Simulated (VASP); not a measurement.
# BN (zincblende type) in VASP: notebook, part 2 of 3

VASP 6.6.1. The steps go on from the part before.

## (3) Electric field gradients, PBE (equal xy, yz and zx shear strains of -1 %)

Input file INCAR:

```
SYSTEM = BN
PREC = Accurate ; ENCUT = 520
EDIFF = 1E-8 ; ISMEAR = -1
SIGMA = 0.03 ; LREAL = .False.
LASPH = .True. ; NELM = 120
ALGO = Normal ; ISIF = 2
LWAVE = .False. ; LCHARG = .False.
GGA = PE ; LEFG = .True.
NBANDS = 11 ; GGA_COMPAT = .False.
```

Input file KPOINTS:

```
Automatic mesh
0
Gamma
  16 16 16
  0 0 0
```

Input file POSCAR:

```
BN
1.0
   -0.0181235317      1.8032914061      1.8032914061
    1.8032914061     -0.0181235317      1.8032914061
    1.8032914061      1.8032914061     -0.0181235317
B N
1 1
Direct
    0.0000000000      0.0000000000      0.0000000000
    0.2500000000      0.2500000000      0.2500000000
```

Potentials or basis: VASP PAW PBE potentials, release 64 (B, N).

Command:

```bash
$ cat potpaw_PBE.64/B/POTCAR potpaw_PBE.64/N/POTCAR > POTCAR
$ mpirun -np 1 vasp_std > vasp.out
```

OUTCAR:

```text
SYSTEM = BN
   PREC = Accurate
   ENCUT = 520
   EDIFF = 1E-8
   ISMEAR = -1
   LREAL = .False.
   LASPH = .True.
   NELM = 120
   ISIF = 2
   GGA = PE

 ion  position               nearest neighbor table
   1  0.000  0.000  0.000-   2 1.55   2 1.57   2 1.57   2 1.57
   2  0.250  0.250  0.250-   1 1.55   1 1.57   1 1.57   1 1.57

  LATTYP: Found a trigonal (rhomboedric) cell.
 ALAT       =     2.5503035610
 COS(alpha) =     0.4899250057

  Lattice vectors:

 A1 = (  -0.0181235317,   1.8032914061,   1.8032914061)
 A2 = (   1.8032914061,  -0.0181235317,   1.8032914061)
 A3 = (   1.8032914061,   1.8032914061,  -0.0181235317)

Analysis of symmetry for initial positions (statically):
=====================================================================
 Subroutine PRICEL returns:
 Original cell was already a primitive cell.

 Routine SETGRP: Setting up the symmetry group for a
 trigonal (rhombohedral) supercell.

 Subroutine GETGRP returns: Found  6 space group operations
 (whereof  6 operations were pure point group operations)
 out of a pool of 12 trial point group operations.

The static configuration has the point symmetry C_3v.

Analysis of symmetry for dynamics (positions and initial velocities):
=====================================================================
 Subroutine PRICEL returns:
 Original cell was already a primitive cell.

 Routine SETGRP: Setting up the symmetry group for a
 trigonal (rhombohedral) supercell.

 Subroutine GETGRP returns: Found  6 space group operations
 (whereof  6 operations were pure point group operations)
 out of a pool of 12 trial point group operations.

The dynamic configuration has the point symmetry C_3v.

 Subroutine INISYM returns: Found  6 space group operations
 (whereof  6 operations are pure point group operations),
 and found     1 'primitive' translations

----------------------------------------------------------------------------------------

                                     Primitive cell

  volume of cell :      11.9049

  direct lattice vectors                    reciprocal lattice vectors
    -0.018123532  1.803291406  1.803291406    -0.273125435  0.275898282  0.275898282
     1.803291406 -0.018123532  1.803291406     0.275898282 -0.273125435  0.275898282
     1.803291406  1.803291406 -0.018123532     0.275898282  0.275898282 -0.273125435

  length of vectors
     2.550303561  2.550303561  2.550303561     0.476274320  0.476274320  0.476274320

  position of ions in fractional coordinates (direct lattice)
     0.000000000  0.000000000  0.000000000
     0.250000000  0.250000000  0.250000000

  ion indices of the primitive-cell ions
   primitive index   ion index
                 1           1
                 2           2

----------------------------------------------------------------------------------------

 KPOINTS: Automatic mesh

Automatic generation of k-mesh.
 Grid dimensions read from file:
 generate k-points for:   16   16   16

 Generating k-lattice:

[... 77 lines left out ...]
   EFERMI_NEDOS =   21; number of points for ismear=-14 and -15
   IALGO  =     38    algorithm
   IMIX   =      4    mixing-type and parameters
     AMIX     =   0.40;   BMIX     =  1.00
     AMIX_MAG =   1.60;   BMIX_MAG =  1.00
  volume/ion in A,a.u.               =       5.95        40.17
  Fermi-wavevector in a.u.,A,eV,Ry     =   1.433935  2.709745 27.975897  2.056170
  Thomas-Fermi vector in A             =   2.553399
   LORBIT       =      0    0 simple, 1 ext, 2 COOP (PROOUT), +10 PAW based schemes
   GGA     = PE    functional components
   LHFCALC =     F    Hartree Fock is set to
   AEXX    =    0.0000 exact exchange contribution
   IVDW    =     0    specifies the selected vdW correction
   LEPSILON=     F    determine dielectric tensor
   LRPA    =     F    only Hartree local field effects (RPA)
 non-spin polarized calculation
  energy-cutoff  :      520.00
  volume of cell :       11.90
 maximum number of plane-waves:       332
   NGX =  9   NGY =  9   NGZ =  9

 number of electron       7.9999999 magnetization

 Free energy of the ion-electron system (eV)
  ---------------------------------------------------
  ext. energy  EPLUGINS =         0.00000000
  ---------------------------------------------------
  free energy    TOTEN  =       -17.44598141 eV

  energy without entropy =      -17.44598141  energy(sigma->0) =      -17.44598141

 E-fermi :   7.8933     XC(G=0): -12.7826

 val. band max:        7.3382555677   @ k =   0.0000   0.0000   0.0000
 cond. band min:      11.7501019324   @ k =   0.5000   0.5000  -0.0000
 fundamental gap:      4.4118463647
 Fermi energy:         7.8933415421

 k-point     1 :       0.0000    0.0000    0.0000
  band No.  band energies     occupation
      1     -12.8360      2.00000
      2       7.2876      2.00000
      3       7.2876      2.00000
      4       7.3383      2.00000
      5      15.9544      0.00000
      6      15.9544      0.00000
      7      16.2596      0.00000
      8      17.6259      0.00000
      9      31.9076      0.00000
     10      34.9802      0.00000
     11      34.9802      0.00000
[... 309 lines left out ...]
 k-point    24 :      -0.0625    0.0625    0.0000
  band No.  band energies     occupation
      1     -12.5872      2.00000
      2       6.1625      2.00000
      3       6.6664      2.00000
      4       7.2247      2.00000
      5      16.1865      0.00000
      6      16.3645      0.00000
      7      16.8979      0.00000
      8      18.2786      0.00000
      9      31.2868      0.00000
     10      31.6999      0.00000
     11      33.4891      0.00000

 [... further k-points ...]

------------------------ aborting loop because EDIFF is reached ----------------------------------------

  FORCE on cell =-STRESS in cart. coord.  units (eV):
  Direction    XX          YY          ZZ          XY          YZ          ZX
  --------------------------------------------------------------------------------------
  -------------------------------------------------------------------------------------
  Total        0.0275700      0.0275700      0.0275700      0.3347364      0.3347364      0.3347364
  in kB        3.7104051      3.7104051      3.7104051     45.0492640     45.0492640     45.0492640
  external PRESSURE =       3.7104051 kB  Pullay stress =       0.0000000 kB

 VOLUME and BASIS-vectors are now :
 -----------------------------------------------------------------------------
  energy-cutoff  :      520.00
  volume of cell :       11.90
      direct lattice vectors                 reciprocal lattice vectors
    -0.018123532  1.803291406  1.803291406    -0.273125435  0.275898282  0.275898282
     1.803291406 -0.018123532  1.803291406     0.275898282 -0.273125435  0.275898282
     1.803291406  1.803291406 -0.018123532     0.275898282  0.275898282 -0.273125435

 POSITION                                       TOTAL-FORCE (eV/Angst)
 -----------------------------------------------------------------------------------
      0.00000      0.00000      0.00000        -0.021641     -0.021641     -0.021641
      0.89711      0.89711      0.89711         0.021641      0.021641      0.021641
 -----------------------------------------------------------------------------------
    total drift:                               -0.000015     -0.000015     -0.000015

  FREE ENERGIE OF THE ION-ELECTRON SYSTEM (eV)
  ---------------------------------------------------
  free  energy   TOTEN  =       -17.4459814062 eV

  energy  without entropy=      -17.4459814062  energy(sigma->0) =      -17.44598141

 Electric field gradients (V/A^2)
---------------------------------------------------------------------
 ion       V_xx      V_yy      V_zz      V_xy      V_xz      V_yz
---------------------------------------------------------------------
   1      -0.000    -0.000    -0.000    -0.640    -0.640    -0.640
   2      -0.000     0.000    -0.000    -1.635    -1.635    -1.635
---------------------------------------------------------------------

 Electric field gradients after diagonalization (V/A^2)
 (convention: |V_zz| > |V_xx| > |V_yy|)
----------------------------------------------------------------------
 ion       V_xx      V_yy      V_zz     asymmetry (V_yy - V_xx)/ V_zz
----------------------------------------------------------------------
   1       0.640     0.640    -1.281       0.000
   2       1.635     1.635    -3.270       0.000
----------------------------------------------------------------------

           NMR quadrupolar parameters

 Cq : quadrupolar parameter    Cq=e*Q*V_zz/h
 eta: asymmetry parameters     (V_yy - V_xx)/ V_zz
 Q  : nuclear electric quadrupole moment in mb (millibarn)
----------------------------------------------------------------------
 ion       Cq(MHz)       eta       Q (mb)
----------------------------------------------------------------------
   1      -0.003       0.000       1.000
   2      -0.008       0.000       1.000
----------------------------------------------------------------------
```

OSZICAR:

```text
N       E                     dE             d eps       ncg     rms          rms(c)
DAV:   1     0.101829988991E+02    0.10183E+02   -0.50045E+03  9510   0.723E+02
DAV:   2    -0.178823798987E+02   -0.28065E+02   -0.27259E+02 11004   0.164E+02
DAV:   3    -0.183995583518E+02   -0.51718E+00   -0.51623E+00 10823   0.189E+01
DAV:   4    -0.184002203343E+02   -0.66198E-03   -0.66197E-03  9801   0.735E-01
DAV:   5    -0.184002209249E+02   -0.59060E-06   -0.59044E-06 10569   0.221E-02    0.666E+00
DAV:   6    -0.175294389359E+02    0.87078E+00   -0.29523E+00  9702   0.988E+00    0.324E+00
DAV:   7    -0.174598355968E+02    0.69603E-01   -0.10087E-01 10404   0.263E+00    0.191E+00
DAV:   8    -0.174457171755E+02    0.14118E-01   -0.35316E-02 10234   0.137E+00    0.189E-01
DAV:   9    -0.174458873929E+02   -0.17022E-03   -0.99113E-04  9666   0.260E-01    0.831E-02
DAV:  10    -0.174459759297E+02   -0.88537E-04   -0.12485E-04 10038   0.954E-02    0.150E-02
DAV:  11    -0.174459813460E+02   -0.54163E-05   -0.94239E-06 10561   0.252E-02    0.106E-02
DAV:  12    -0.174459814114E+02   -0.65418E-07   -0.15667E-06 10145   0.858E-03    0.699E-04
DAV:  13    -0.174459814062E+02    0.52739E-08   -0.27066E-08 10350   0.157E-03
   1 F= -.17445981E+02 E0= -.17445981E+02  d E =-.500779E-11
```

Run time: 76 s. Hardware: 1 thread of Intel Xeon 8259CL, shared host; peak memory 0.16 GiB.

What came out:

```
Free energy            : -17.4460 eV
Pressure               : 0.4 GPa
Largest force          : 0.037 eV/Å
Band gap on the k mesh : 4.41 eV, indirect (least direct gap 8.62 eV)
```

Forces in eV/Å, atoms in the order of the input:
```
B   -0.022 -0.022 -0.022
N    0.022  0.022  0.022
```

Electric field gradients, principal values (V/Å²):
| atom | least | middle | greatest (by size) |
| --- | --- | --- | --- |
| 1 B | 0.640 | 0.640 | -1.281 |
| 2 N | 1.635 | 1.635 | -3.270 |

Caveat: the cell differs from its parent crystal (equal xy, yz and zx shear strains of -1 %); without QUAD_EFG the Cq values of the log hold for a quadrupole moment of 1 mb, not for the nuclei.

## (4) Electric field gradients, LDA

Input file INCAR:

```
PREC = Accurate
ENCUT = 520
EDIFF = 1E-8
ISMEAR = -1
SIGMA = 0.03
LREAL = False
LASPH = True
NELM = 100
ALGO = Normal
ISIF = 2
LWAVE = False
LCHARG = False
LEFG = True
NBANDS = 11
```

Input file KPOINTS:

```
regular mesh
0
Gamma
  16 16 16
```

Input file POSCAR:

```
BN
1.0
    0.0000000000      1.8123531715      1.8123531715
    1.8123531715      0.0000000000      1.8123531715
    1.8123531715      1.8123531715      0.0000000000
B N
1 1
Direct
    0.0000000000      0.0000000000      0.0000000000
    0.2500000000      0.2500000000      0.2500000000
```

Potentials or basis: VASP PAW LDA potentials, release 64 (B, N).

Command:

```bash
$ cat potpaw_LDA.64/B/POTCAR potpaw_LDA.64/N/POTCAR > POTCAR
$ mpirun -np 1 vasp_std > vasp.out
```

OUTCAR:

```text
PREC = Accurate
   ENCUT = 520
   EDIFF = 1E-8
   ISMEAR = -1
   LREAL = False
   LASPH = True
   NELM = 100
   ISIF = 2

 ion  position               nearest neighbor table
   1  0.000  0.000  0.000-   2 1.57   2 1.57   2 1.57   2 1.57
   2  0.250  0.250  0.250-   1 1.57   1 1.57   1 1.57   1 1.57

  LATTYP: Found a face centered cubic cell.
 ALAT       =     3.6247063430

  Lattice vectors:

 A1 = (   0.0000000000,   1.8123531715,   1.8123531715)
 A2 = (   1.8123531715,   0.0000000000,   1.8123531715)
 A3 = (   1.8123531715,   1.8123531715,   0.0000000000)

Analysis of symmetry for initial positions (statically):
=====================================================================
 Subroutine PRICEL returns:
 Original cell was already a primitive cell.

 Routine SETGRP: Setting up the symmetry group for a
 face centered cubic supercell.

 Subroutine GETGRP returns: Found 24 space group operations
 (whereof 24 operations were pure point group operations)
[... 522 lines left out ...]
      direct lattice vectors                 reciprocal lattice vectors
     0.000000000  1.812353172  1.812353172    -0.275884418  0.275884418  0.275884418
     1.812353172  0.000000000  1.812353172     0.275884418 -0.275884418  0.275884418
     1.812353172  1.812353172  0.000000000     0.275884418  0.275884418 -0.275884418

 POSITION                                       TOTAL-FORCE (eV/Angst)
 -----------------------------------------------------------------------------------
      0.00000      0.00000      0.00000         0.000000      0.000000      0.000000
      0.90618      0.90618      0.90618        -0.000000     -0.000000     -0.000000
 -----------------------------------------------------------------------------------
    total drift:                               -0.000000     -0.000000     -0.000000

  FREE ENERGIE OF THE ION-ELECTRON SYSTEM (eV)
  ---------------------------------------------------
  free  energy   TOTEN  =       -19.3978274796 eV

  energy  without entropy=      -19.3978274796  energy(sigma->0) =      -19.39782748

 Electric field gradients (V/A^2)
---------------------------------------------------------------------
 ion       V_xx      V_yy      V_zz      V_xy      V_xz      V_yz
---------------------------------------------------------------------
   1      -0.000    -0.000     0.000     0.000     0.000     0.000
   2      -0.000    -0.000    -0.000    -0.000    -0.000    -0.000
---------------------------------------------------------------------

 Electric field gradients after diagonalization (V/A^2)
 (convention: |V_zz| > |V_xx| > |V_yy|)
----------------------------------------------------------------------
 ion       V_xx      V_yy      V_zz     asymmetry (V_yy - V_xx)/ V_zz
----------------------------------------------------------------------
   1      -0.000    -0.000     0.000       0.000
   2       0.000     0.000    -0.001       0.000
----------------------------------------------------------------------

           NMR quadrupolar parameters

 Cq : quadrupolar parameter    Cq=e*Q*V_zz/h
 eta: asymmetry parameters     (V_yy - V_xx)/ V_zz
 Q  : nuclear electric quadrupole moment in mb (millibarn)
----------------------------------------------------------------------
 ion       Cq(MHz)       eta       Q (mb)
----------------------------------------------------------------------
   1       0.000       0.000       1.000
   2      -0.000       0.000       1.000
----------------------------------------------------------------------
```

OSZICAR:

```text
N       E                     dE             d eps       ncg     rms          rms(c)
DAV:   1     0.699882264807E+01    0.69988E+01   -0.48620E+03  3262   0.711E+02
DAV:   2    -0.200813555984E+02   -0.27080E+02   -0.26397E+02  3846   0.151E+02
DAV:   3    -0.205132143326E+02   -0.43186E+00   -0.43106E+00  3765   0.158E+01
DAV:   4    -0.205136362175E+02   -0.42188E-03   -0.42188E-03  3423   0.626E-01
DAV:   5    -0.205136366304E+02   -0.41290E-06   -0.41288E-06  3640   0.183E-02    0.646E+00
DAV:   6    -0.195347326970E+02    0.97890E+00   -0.32678E+00  3217   0.101E+01    0.306E+00
DAV:   7    -0.194294527385E+02    0.10528E+00   -0.78237E-02  3649   0.230E+00    0.176E+00
DAV:   8    -0.193980006445E+02    0.31452E-01   -0.44002E-02  3517   0.142E+00    0.172E-01
DAV:   9    -0.193978436749E+02    0.15697E-03   -0.93801E-04  3520   0.261E-01    0.818E-02
DAV:  10    -0.193978270308E+02    0.16644E-04   -0.47909E-05  3595   0.634E-02    0.144E-02
DAV:  11    -0.193978275174E+02   -0.48659E-06   -0.12026E-06  3499   0.773E-03    0.639E-03
DAV:  12    -0.193978274788E+02    0.38632E-07   -0.37242E-07  3508   0.349E-03    0.151E-04
DAV:  13    -0.193978274796E+02   -0.86197E-09   -0.53943E-09  1805   0.676E-04
   1 F= -.19397827E+02 E0= -.19397827E+02  d E =-.490147E-10
```

It took 29 s on 1 thread of AMD EPYC 9R45, shared host; peak memory 0.1 GiB.

What came out:

| Property | Result |
| --- | --- |
| Free energy | -19.3978 eV |
| Pressure | -13.0 GPa |
| Band gap on the k mesh | 4.33 eV, indirect (least direct gap 8.65 eV) |

Caveat: without QUAD_EFG the Cq values of the log hold for a quadrupole moment of 1 mb, not for the nuclei. A hybrid or GW would open this gap; LDA tends to underestimate it.

(Continued in part 3 of 3.)
